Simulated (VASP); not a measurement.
# GaN (Cm) in VASP: single point with PBE

Aim: the single point of GaN with PBE.

Program: VASP 6.6.1. These are calculated values, not measurements. Logs are shortened: lines on timing, memory, paths and dates and some standing lists are left out, and cuts for length are marked.

**1. The cell of the first run**

The structure is monoclinic, space group Cm (No. 8). Conventional cell: a = 5.508 Å, b = 3.180 Å, c = 5.166 Å, α = 90.00°, β = 90.00°, γ = 90.00°. Ga (site symmetry m) has 4 N at 1.92 to 1.97 Å within 2.5 Å. Ga (site symmetry m) has 4 N at 1.92 to 1.96 Å within 2.5 Å. Within 2.5 Å of N (site symmetry m) lie 4 Ga at 1.92 to 1.96 Å. Within 2.5 Å of N (site symmetry m) lie 4 Ga at 1.92 to 1.97 Å.

**2. Single point, PBE**

File INCAR:

```
PREC = Accurate ; ENCUT = 520
EDIFF = 1E-6 ; ISMEAR = 0
SIGMA = 0.05 ; LREAL = F
LASPH = T ; NELM = 60
ALGO = Normal ; ISIF = 2
LWAVE = F ; LCHARG = T
GGA = PE ; LELF = T
LVHAR = T ; NBANDS = 26
```

File KPOINTS:

```
regular mesh
0
Gamma
  12 12 6
```

File POSCAR:

```
GaN
1.0
    3.1799996605      0.0000000000      0.0000000000
   -1.5899998303      2.7539604900      0.0000000000
    0.0000000000      0.0000000000      5.1660000000
Ga N
2 2
Direct
    0.3333333333      0.6666666667      0.0000000000
    0.6666666667      0.3333333333      0.5000000000
    0.3280740840      0.6640370420      0.3710555630
    0.6614074174      0.3307037087      0.8710555630
```

Potentials or basis: VASP PAW PBE potentials, release 64 (Ga_d, N).

On the command line:

```console
> cat potpaw_PBE.64/Ga_d/POTCAR potpaw_PBE.64/N/POTCAR > POTCAR
> mpirun -np 1 vasp_std > vasp.out
```

OUTCAR:

```text
PREC = Accurate
   ENCUT = 520
   EDIFF = 1E-6
   ISMEAR = 0
   LREAL = F
   LASPH = T
   NELM = 60
   ISIF = 2
   GGA = PE

 ion  position               nearest neighbor table
   1  0.333  0.667  0.000-   3 1.92   4 1.95   4 1.95   4 1.97
   2  0.667  0.333  0.500-   4 1.92   3 1.94   3 1.96   3 1.96
   3  0.328  0.664  0.371-   1 1.92   2 1.94   2 1.96   2 1.96
   4  0.661  0.331  0.871-   2 1.92   1 1.95   1 1.95   1 1.97

  LATTYP: Found a hexagonal cell.
 ALAT       =     3.1799996605
 C/A-ratio  =     1.6245284753

  Lattice vectors:

 A1 = (   3.1799996605,   0.0000000000,   0.0000000000)
 A2 = (  -1.5899998303,   2.7539604900,   0.0000000000)
 A3 = (   0.0000000000,   0.0000000000,   5.1660000000)

Analysis of symmetry for initial positions (statically):
=====================================================================
 Subroutine PRICEL returns:
 Original cell was already a primitive cell.

 Routine SETGRP: Setting up the symmetry group for a
 hexagonal supercell.

 Subroutine GETGRP returns: Found  2 space group operations
 (whereof  2 operations were pure point group operations)
 out of a pool of 24 trial point group operations.

The static configuration has the point symmetry C_1h.

Analysis of symmetry for dynamics (positions and initial velocities):
=====================================================================
 Subroutine PRICEL returns:
 Original cell was already a primitive cell.

 Routine SETGRP: Setting up the symmetry group for a
 hexagonal supercell.

 Subroutine GETGRP returns: Found  2 space group operations
 (whereof  2 operations were pure point group operations)
 out of a pool of 24 trial point group operations.

The dynamic configuration has the point symmetry C_1h.

 Subroutine INISYM returns: Found  2 space group operations
 (whereof  2 operations are pure point group operations),
 and found     1 'primitive' translations

----------------------------------------------------------------------------------------

                                     Primitive cell

  volume of cell :      45.2417

  direct lattice vectors                    reciprocal lattice vectors
     3.179999661  0.000000000  0.000000000     0.314465442  0.181556708  0.000000000
    -1.589999830  2.753960490  0.000000000     0.000000000  0.363113416  0.000000000
     0.000000000  0.000000000  5.166000000     0.000000000  0.000000000  0.193573364

  length of vectors
     3.179999661  3.179999661  5.166000000     0.363113416  0.363113416  0.193573364

  position of ions in fractional coordinates (direct lattice)
     0.333333333  0.666666667  0.000000000
     0.666666667  0.333333333  0.500000000
     0.328074084  0.664037042  0.371055563
     0.661407417  0.330703709  0.871055563

  ion indices of the primitive-cell ions
   primitive index   ion index
                 1           1
                 2           2
                 3           3
                 4           4

----------------------------------------------------------------------------------------

 KPOINTS: regular mesh

Automatic generation of k-mesh.
 Grid dimensions read from file:
 generate k-points for:   12   12    6

 Generating k-lattice:

  Cartesian coordinates                     Fractional coordinates (reciprocal lattice)
     0.026205454  0.015129726  0.000000000     0.083333333  0.000000000  0.000000000
     0.000000000  0.030259451  0.000000000     0.000000000  0.083333333  0.000000000
     0.000000000  0.000000000  0.032262227     0.000000000  0.000000000  0.166666667

  Length of vectors
     0.030259451  0.030259451  0.032262227

  Shift w.r.t. Gamma in fractional coordinates (k-lattice)
     0.000000000  0.000000000  0.000000000

 Subroutine IBZKPT returns following result:
 ===========================================

 Found    242 irreducible k-points:

 Following reciprocal coordinates:
            Coordinates               Weight
  0.000000  0.000000  0.000000      1.000000
  0.083333  0.000000  0.000000      2.000000
  0.000000  0.083333  0.000000      4.000000
  0.166667  0.000000  0.000000      2.000000
  0.000000  0.166667  0.000000      4.000000
  0.250000  0.000000  0.000000      2.000000
[... 16 lines left out ...]
 -0.083333  0.416667  0.000000      4.000000
 -0.416667  0.333333  0.000000      4.000000
 [... further k-points ...]
   k-points           NKPTS =    242   k-points in BZ     NKDIM =    242   number of bands    NBANDS=     26
   number of dos      NEDOS =    301   number of ions     NIONS =      4
   total plane-waves  NPLWV =  23040
   dimension x,y,z NGX =    24 NGY =   24 NGZ =   40
   dimension x,y,z NGXF=    48 NGYF=   48 NGZF=   80
   ions per type =               2   2
   NGX,Y,Z   is equivalent  to a cutoff of  12.55, 12.55, 12.87 a.u.
   NGXF,Y,Z  is equivalent  to a cutoff of  25.09, 25.09, 25.74 a.u.
 SYSTEM =  unknown system
   PREC   = accura    normal or accurate (medium, high low for compatibility)
   ISTART =      0    job   : 0-new  1-cont  2-samecut
   ICHARG =      2    charge: 1-file 2-atom 10-const
   ISPIN  =      1    spin polarized calculation?
   LNONCOLLINEAR =      F non collinear calculations
   LSORBIT =      F    spin-orbit coupling
   LASPH  =      T    aspherical Exc in radial PAW
   ENCUT  =  520.0 eV  38.22 Ry    6.18 a.u.   5.91  5.91  9.61*2*pi/ulx,y,z
   NELM   =     60;   NELMIN=  2; NELMDL= -5     # of ELM steps
   EDIFF  = 0.1E-05   stopping-criterion for ELM
   LREAL  =      F    real-space projection
   EDIFFG = 0.1E-04   stopping-criterion for IOM
   NSW    =      0    number of steps for IOM
   IBRION =     -1    ionic relax: 0-MD 1-quasi-New 2-CG
   NFREE  =      0    steps in history (QN), initial steepest desc. (CG)
   ISIF   =      2    stress and relaxation
   ISYM   =      2    0-nonsym 1-usesym 2-fastsym
   POTIM  = 0.5000    time-step for ionic-motion
   TEBEG  =    0.0;   TEEND  =   0.0 temperature during run
   PSTRESS=    0.0 pullay stress
   NELECT =      36.0000    total number of electrons
   NUPDOWN=      -1.0000    fix difference up-down
   EMIN   =  10.00;   EMAX   =-10.00  energy-range for DOS
   EFERMI =   0.00;   METHOD = LEGACY
   ISMEAR =     0;   SIGMA  =   0.05  broadening in eV -4-tet -1-fermi 0-gaus
   EFERMI_NEDOS =   21; number of points for ismear=-14 and -15
   IALGO  =     38    algorithm
   IMIX   =      4    mixing-type and parameters
     AMIX     =   0.40;   BMIX     =  1.00
     AMIX_MAG =   1.60;   BMIX_MAG =  1.00
  volume/ion in A,a.u.               =      11.31        76.33
  Fermi-wavevector in a.u.,A,eV,Ry     =   1.517036  2.866783 31.312431  2.301399
  Thomas-Fermi vector in A             =   2.626346
   LORBIT       =      0    0 simple, 1 ext, 2 COOP (PROOUT), +10 PAW based schemes
   GGA     = PE    functional components
   LHFCALC =     F    Hartree Fock is set to
   AEXX    =    0.0000 exact exchange contribution
   IVDW    =     0    specifies the selected vdW correction
   LEPSILON=     F    determine dielectric tensor
   LRPA    =     F    only Hartree local field effects (RPA)
 non-spin polarized calculation
 Gauss-broadening in eV      SIGMA  =   0.05
  energy-cutoff  :      520.00
  volume of cell :       45.24
 maximum number of plane-waves:      1236
   NGX = 11   NGY = 11   NGZ = 19

 number of electron      36.0000001 magnetization

 Free energy of the ion-electron system (eV)
  ---------------------------------------------------
  ext. energy  EPLUGINS =         0.00000000
  ---------------------------------------------------
  free energy    TOTEN  =       -24.27162461 eV

  energy without entropy =      -24.27162461  energy(sigma->0) =      -24.27162461

 E-fermi :   5.7514     XC(G=0): -11.7227

 val. band max:        5.4555071405   @ k =   0.0000   0.0000   0.0000
 cond. band min:       7.4004863746   @ k =   0.0000   0.0000   0.0000
 fundamental gap:      1.9449792341
 Fermi energy:         5.7514478335

 k-point     1 :       0.0000    0.0000    0.0000
  band No.  band energies     occupation
      1     -10.6411      2.00000
      2      -9.6704      2.00000
      3      -8.0336      2.00000
      4      -8.0008      2.00000
      5      -8.0000      2.00000
      6      -7.9344      2.00000
[... 18 lines left out ...]
     25      17.2288      0.00000
     26      17.2299      0.00000

 k-point     2 :       0.0833    0.0000    0.0000
  band No.  band energies     occupation
      1     -10.5720      2.00000
      2      -9.6535      2.00000
      3      -8.0229      2.00000
      4      -7.9910      2.00000
      5      -7.9820      2.00000
      6      -7.9272      2.00000
[... 18 lines left out ...]
     25      16.8810      0.00000
     26      17.3748      0.00000

 k-point     3 :       0.0000    0.0833    0.0000
  band No.  band energies     occupation
      1     -10.5720      2.00000
      2      -9.6535      2.00000
      3      -8.0230      2.00000
      4      -7.9915      2.00000
      5      -7.9812      2.00000
      6      -7.9271      2.00000
[... 18 lines left out ...]
     25      16.8798      0.00000
     26      17.3757      0.00000

 k-point     4 :       0.1667    0.0000    0.0000
  band No.  band energies     occupation
      1     -10.3835      2.00000
      2      -9.6120      2.00000
      3      -7.9962      2.00000
      4      -7.9675      2.00000
      5      -7.9297      2.00000
      6      -7.8861      2.00000
[... 18 lines left out ...]
     25      16.9882      0.00000
     26      17.7291      0.00000

 k-point     5 :       0.0000    0.1667    0.0000
  band No.  band energies     occupation
      1     -10.3834      2.00000
      2      -9.6119      2.00000
      3      -7.9965      2.00000
      4      -7.9679      2.00000
      5      -7.9288      2.00000
      6      -7.8864      2.00000
[... 18 lines left out ...]
     25      16.9869      0.00000
     26      17.7141      0.00000

 k-point     6 :       0.2500    0.0000    0.0000
  band No.  band energies     occupation
      1     -10.1321      2.00000
      2      -9.5662      2.00000
      3      -7.9697      2.00000
      4      -7.9448      2.00000
      5      -7.8895      2.00000
      6      -7.8320      2.00000
[... 427 lines left out ...]
 k-point    21 :      -0.3333    0.2500    0.0000
  band No.  band energies     occupation
      1      -9.9817      2.00000
      2      -9.5436      2.00000
      3      -7.9521      2.00000
      4      -7.9457      2.00000
      5      -7.8641      2.00000
      6      -7.8163      2.00000
[... 18 lines left out ...]
     25      16.5813      0.00000
     26      18.6700      0.00000

 k-point    22 :       0.3333    0.0833    0.0000
  band No.  band energies     occupation
      1      -9.7963      2.00000
      2      -9.5215      2.00000
      3      -7.9553      2.00000
      4      -7.9336      2.00000
      5      -7.8408      2.00000
      6      -7.7916      2.00000
[... 18 lines left out ...]
     25      17.1966      0.00000
     26      18.9056      0.00000

 k-point    23 :      -0.0833    0.4167    0.0000
  band No.  band energies     occupation
      1      -9.7963      2.00000
      2      -9.5212      2.00000
      3      -7.9555      2.00000
      4      -7.9335      2.00000
      5      -7.8407      2.00000
      6      -7.7916      2.00000
[... 18 lines left out ...]
     25      17.1967      0.00000
     26      18.9105      0.00000

 k-point    24 :      -0.4167    0.3333    0.0000
  band No.  band energies     occupation
      1      -9.7963      2.00000
      2      -9.5213      2.00000
      3      -7.9555      2.00000
      4      -7.9335      2.00000
      5      -7.8407      2.00000
      6      -7.7915      2.00000
[... 18 lines left out ...]
     25      17.1966      0.00000
     26      18.9072      0.00000

 [... further k-points ...]

------------------------ aborting loop because EDIFF is reached ----------------------------------------

  FORCE on cell =-STRESS in cart. coord.  units (eV):
  Direction    XX          YY          ZZ          XY          YZ          ZX
  --------------------------------------------------------------------------------------
  -------------------------------------------------------------------------------------
  Total        1.6580668      1.6543430      3.0013724      0.0032249     -0.0842049     -0.1458479
  in kB       58.7182933     58.5864195    106.2897269      0.1142060     -2.9820085     -5.1650147
  external PRESSURE =      74.5314799 kB  Pullay stress =       0.0000000 kB

 VOLUME and BASIS-vectors are now :
 -----------------------------------------------------------------------------
  energy-cutoff  :      520.00
  volume of cell :       45.24
      direct lattice vectors                 reciprocal lattice vectors
     3.179999661  0.000000000  0.000000000     0.314465442  0.181556708  0.000000000
    -1.589999830  2.753960490  0.000000000     0.000000000  0.363113416  0.000000000
     0.000000000  0.000000000  5.166000000     0.000000000  0.000000000  0.193573364

 POSITION                                       TOTAL-FORCE (eV/Angst)
 -----------------------------------------------------------------------------------
     -0.00000      1.83597      0.00000        -0.146998     -0.084869     -0.404824
      1.59000      0.91799      2.58300        -0.154455     -0.089175     -0.404727
     -0.01254      1.82873      1.91687         0.154689      0.089310      0.404724
      1.57746      0.91074      4.49987         0.146764      0.084734      0.404828
 -----------------------------------------------------------------------------------
    total drift:                                0.000281      0.000163     -0.000480

  FREE ENERGIE OF THE ION-ELECTRON SYSTEM (eV)
  ---------------------------------------------------
  free  energy   TOTEN  =       -24.2716246092 eV

  energy  without entropy=      -24.2716246092  energy(sigma->0) =      -24.27162461
```

Run time: 2.3 min. Hardware: 1 thread of Intel Xeon Platinum 8488C (Sapphire Rapids), shared host; peak memory 0.34 GiB.

Results:

* Free energy: -24.2716 eV
* Pressure: 7.5 GPa
* Largest force: 0.442 eV/Å
* Band gap on the k mesh: 1.95 eV

Forces in eV/Å, atoms in the order of the input:
```
Ga  -0.147 -0.085 -0.405
Ga  -0.154 -0.089 -0.405
N    0.155  0.089  0.405
N    0.147  0.085  0.405
```

Levels at points of the mesh, in eV from the valence-band top:
| k point | band 16 | band 17 | band 18 | band 19 | band 20 | band 21 |
| --- | --- | --- | --- | --- | --- | --- |
| (0.00, 0.00, 0.00) | -0.13 | 0.00 | 0.00 | 1.95 | 4.32 | 9.22 |
| (0.50, 0.00, 0.00) | -2.79 | -2.35 | -0.96 | 5.07 | 5.59 | 6.02 |
| (0.00, 0.50, 0.00) | -2.79 | -2.35 | -0.96 | 5.07 | 5.59 | 6.02 |
| (0.00, 0.00, 0.50) | -0.59 | -0.52 | -0.52 | 4.27 | 4.27 | 8.56 |
| (0.50, 0.00, 0.50) | -1.99 | -1.97 | -1.94 | 4.37 | 4.40 | 7.83 |
| (0.00, 0.50, 0.50) | -2.01 | -1.94 | -1.93 | 4.38 | 4.39 | 7.84 |

Caveat: the cell differs from its parent crystal (all N atoms moved +0.025 Å, as atom 3 towards its neighbour atom 4 (N) at 3.169 Å); the cell stands under pressure.
